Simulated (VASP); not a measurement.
# AlN in VASP: a series of runs

AlN is run at these levels: LDA; tasks: single point.

The COD entry that gives the cell may itself be a prediction, so a difference from it is no test against experiment.

Everything below comes from runs of VASP 6.6.1. Logs are shortened: lines on timing, memory, paths and dates and some standing lists are left out, and cuts for length are marked.

### Step 1. The cell of the first run

The structure is cubic, space group Fm-3m (No. 225). The conventional cell has a = 3.938 Å, b = 3.938 Å, c = 3.938 Å, α = 90.00°, β = 90.00°, γ = 90.00°. Within 2.6 Å of Al (site symmetry m-3m) lie 6 N at 1.97 Å. N (site symmetry m-3m) has 6 Al at 1.97 Å within 2.6 Å.

### Step 2. Single point, LDA

INCAR

```
SYSTEM = AlN
ALGO     = Normal         ! electronic algorithm
EDIFF    = 1E-6           ! SCF threshold, eV
ENCUT    = 520            ! plane-wave cutoff, eV
ISIF     = 2              ! what is computed and relaxed
ISMEAR   = -1             ! smearing method
LASPH    = .True.         ! aspherical terms in the spheres
LCHARG   = .True.         ! write CHGCAR
LELF     = .True.         ! ELF
LREAL    = .False.        ! projectors in reciprocal space
LVHAR    = .True.       
LWAVE    = .False.        ! write WAVECAR
NBANDS   = 11             ! bands
NELM     = 100            ! most SCF steps
PREC     = Accurate       ! precision mode
SIGMA    = 0.02           ! smearing width, eV
```

KPOINTS

```
k-points
0
Gamma
  8 8 8
  0 0 0
```

POSCAR

```
AlN
1.0
    0.0000000000      1.9690000000      1.9690000000
    1.9690000000      0.0000000000      1.9690000000
    1.9690000000      1.9690000000      0.0000000000
Al N
1 1
Direct
    0.0000000000      0.0000000000      0.0000000000
    0.5000000000      0.5000000000      0.5000000000
```

Potentials or basis: VASP PAW LDA potentials, release 64 (Al, N).

On the command line:

```bash
cat potpaw_LDA.64/Al/POTCAR potpaw_LDA.64/N/POTCAR > POTCAR
mpirun -np 1 vasp_std > vasp.out
```

OUTCAR:

```text
SYSTEM = AlN
   EDIFF = 1E-6
   ENCUT = 520
   ISIF = 2
   ISMEAR = -1
   LASPH = .True.
   LREAL = .False.
   NELM = 100
   PREC = Accurate

 ion  position               nearest neighbor table
   1  0.000  0.000  0.000-   2 1.97   2 1.97   2 1.97   2 1.97   2 1.97   2 1.97
   2  0.500  0.500  0.500-   1 1.97   1 1.97   1 1.97   1 1.97   1 1.97   1 1.97

  LATTYP: Found a face centered cubic cell.
 ALAT       =     3.9380000000

  Lattice vectors:

 A1 = (   0.0000000000,   1.9690000000,   1.9690000000)
 A2 = (   1.9690000000,   0.0000000000,   1.9690000000)
 A3 = (   1.9690000000,   1.9690000000,   0.0000000000)

Analysis of symmetry for initial positions (statically):
=====================================================================
 Subroutine PRICEL returns:
 Original cell was already a primitive cell.

 Routine SETGRP: Setting up the symmetry group for a
 face centered cubic supercell.

 Subroutine GETGRP returns: Found 48 space group operations
 (whereof 48 operations were pure point group operations)
 out of a pool of 48 trial point group operations.

The static configuration has the point symmetry O_h .

Analysis of symmetry for dynamics (positions and initial velocities):
=====================================================================
 Subroutine PRICEL returns:
 Original cell was already a primitive cell.

 Routine SETGRP: Setting up the symmetry group for a
 face centered cubic supercell.

 Subroutine GETGRP returns: Found 48 space group operations
 (whereof 48 operations were pure point group operations)
 out of a pool of 48 trial point group operations.

The dynamic configuration has the point symmetry O_h .

 Subroutine INISYM returns: Found 48 space group operations
 (whereof 48 operations are pure point group operations),
 and found     1 'primitive' translations

----------------------------------------------------------------------------------------

                                     Primitive cell

  volume of cell :      15.2675

  direct lattice vectors                    reciprocal lattice vectors
     0.000000000  1.969000000  1.969000000    -0.253936008  0.253936008  0.253936008
     1.969000000  0.000000000  1.969000000     0.253936008 -0.253936008  0.253936008
     1.969000000  1.969000000  0.000000000     0.253936008  0.253936008 -0.253936008

  length of vectors
     2.784586504  2.784586504  2.784586504     0.439830068  0.439830068  0.439830068

  position of ions in fractional coordinates (direct lattice)
[... 81 lines left out ...]
   EDIFFG = 0.1E-04   stopping-criterion for IOM
   NSW    =      0    number of steps for IOM
   IBRION =     -1    ionic relax: 0-MD 1-quasi-New 2-CG
   NFREE  =      0    steps in history (QN), initial steepest desc. (CG)
   ISIF   =      2    stress and relaxation
   ISYM   =      2    0-nonsym 1-usesym 2-fastsym
   POTIM  = 0.5000    time-step for ionic-motion
   TEBEG  =    0.0;   TEEND  =   0.0 temperature during run
   PSTRESS=    0.0 pullay stress
   NELECT =       8.0000    total number of electrons
   NUPDOWN=      -1.0000    fix difference up-down
   EMIN   =  10.00;   EMAX   =-10.00  energy-range for DOS
   EFERMI =   0.00;   METHOD = LEGACY
   ISMEAR =    -1;   SIGMA  =   0.02  broadening in eV -4-tet -1-fermi 0-gaus
   EFERMI_NEDOS =   21; number of points for ismear=-14 and -15
   IALGO  =     38    algorithm
   IMIX   =      4    mixing-type and parameters
     AMIX     =   0.40;   BMIX     =  1.00
     AMIX_MAG =   1.60;   BMIX_MAG =  1.00
  volume/ion in A,a.u.               =       7.63        51.51
  Fermi-wavevector in a.u.,A,eV,Ry     =   1.319823  2.494104 23.700443  1.741933
  Thomas-Fermi vector in A             =   2.449694
   LORBIT       =      0    0 simple, 1 ext, 2 COOP (PROOUT), +10 PAW based schemes
   GGA     = CA    functional components
   LHFCALC =     F    Hartree Fock is set to
   AEXX    =    0.0000 exact exchange contribution
   IVDW    =     0    specifies the selected vdW correction
   LEPSILON=     F    determine dielectric tensor
   LRPA    =     F    only Hartree local field effects (RPA)
 non-spin polarized calculation
  energy-cutoff  :      520.00
  volume of cell :       15.27
 maximum number of plane-waves:       428
 NGX is ok and might be reduce to    24
   NGX = 11   NGY = 11   NGZ = 11

 number of electron       8.0000000 magnetization

 Free energy of the ion-electron system (eV)
  ---------------------------------------------------
  ext. energy  EPLUGINS =         0.00000000
  ---------------------------------------------------
  free energy    TOTEN  =       -16.18172099 eV

  energy without entropy =      -16.18172099  energy(sigma->0) =      -16.18172099

 E-fermi :  11.1841     XC(G=0): -12.9491

 val. band max:       10.7763660485   @ k =   0.0000   0.0000   0.0000
 cond. band min:      15.8157311148   @ k =   0.5000   0.5000   0.0000
 fundamental gap:      5.0393650664
 Fermi energy:        11.1841020295

 k-point     1 :       0.0000    0.0000    0.0000
  band No.  band energies     occupation
      1      -7.3760      2.00000
      2      10.7764      2.00000
      3      10.7764      2.00000
      4      10.7764      2.00000
      5      17.7400      0.00000
      6      23.0395      0.00000
      7      23.0395      0.00000
      8      23.0395      0.00000
      9      28.4852      0.00000
     10      28.9891      0.00000
     11      28.9891      0.00000
[... 309 lines left out ...]
 k-point    24 :      -0.3750    0.2500    0.1250
  band No.  band energies     occupation
      1      -3.1459      2.00000
      2       2.8309      2.00000
      3       6.7741      2.00000
      4       8.5948      2.00000
      5      19.6974      0.00000
      6      19.8441      0.00000
      7      23.7557      0.00000
      8      24.1907      0.00000
      9      29.6334      0.00000
     10      30.6726      0.00000
     11      34.0070      0.00000

 [... further k-points ...]
[... 5 lines left out ...]
  --------------------------------------------------------------------------------------
  -------------------------------------------------------------------------------------
  Total        1.7004263      1.7004263      1.7004263     -0.0000000     -0.0000000      0.0000000
  in kB      178.4437112    178.4437112    178.4437112     -0.0000000     -0.0000000      0.0000000
  external PRESSURE =     178.4437112 kB  Pullay stress =       0.0000000 kB

 VOLUME and BASIS-vectors are now :
 -----------------------------------------------------------------------------
  energy-cutoff  :      520.00
  volume of cell :       15.27
      direct lattice vectors                 reciprocal lattice vectors
     0.000000000  1.969000000  1.969000000    -0.253936008  0.253936008  0.253936008
     1.969000000  0.000000000  1.969000000     0.253936008 -0.253936008  0.253936008
     1.969000000  1.969000000  0.000000000     0.253936008  0.253936008 -0.253936008

 POSITION                                       TOTAL-FORCE (eV/Angst)
 -----------------------------------------------------------------------------------
      0.00000      0.00000      0.00000         0.000000      0.000000      0.000000
      1.96900      1.96900      1.96900        -0.000000     -0.000000     -0.000000
 -----------------------------------------------------------------------------------
    total drift:                               -0.000000     -0.000000      0.000000

  FREE ENERGIE OF THE ION-ELECTRON SYSTEM (eV)
  ---------------------------------------------------
  free  energy   TOTEN  =       -16.1817209859 eV

  energy  without entropy=      -16.1817209859  energy(sigma->0) =      -16.18172099
```

OSZICAR:

```text
N       E                     dE             d eps       ncg     rms          rms(c)
DAV:   1     0.847557747912E+01    0.84756E+01   -0.41613E+03   678   0.633E+02
DAV:   2    -0.175529859889E+02   -0.26029E+02   -0.24684E+02   798   0.127E+02
DAV:   3    -0.181535957226E+02   -0.60061E+00   -0.59918E+00   771   0.170E+01
DAV:   4    -0.181553234621E+02   -0.17277E-02   -0.17277E-02   689   0.112E+00
DAV:   5    -0.181553317549E+02   -0.82928E-05   -0.82928E-05   746   0.750E-02    0.805E+00
DAV:   6    -0.162469467484E+02    0.19084E+01   -0.79459E+00   677   0.150E+01    0.293E+00
DAV:   7    -0.162006755849E+02    0.46271E-01   -0.15567E-01   722   0.267E+00    0.181E+00
DAV:   8    -0.161818084615E+02    0.18867E-01   -0.12247E-02   659   0.103E+00    0.266E-01
DAV:   9    -0.161817207016E+02    0.87760E-04   -0.46021E-04   734   0.126E-01    0.155E-01
DAV:  10    -0.161817212365E+02   -0.53487E-06   -0.16818E-05   674   0.297E-02    0.230E-02
DAV:  11    -0.161817209859E+02    0.25056E-06   -0.37694E-07   418   0.457E-03
   1 F= -.16181721E+02 E0= -.16181721E+02  d E =-.701869E-11
```

Run time: 2.6 s. Hardware: 1 thread of Intel Xeon 6975P-C, shared host; peak memory 0.12 GiB.

What came out:

- Free energy: -16.1817 eV
- Pressure: 17.8 GPa
- Band gap on the k mesh: 5.04 eV, indirect (least direct gap 6.96 eV)

(Part 1 of 2 ends here.)
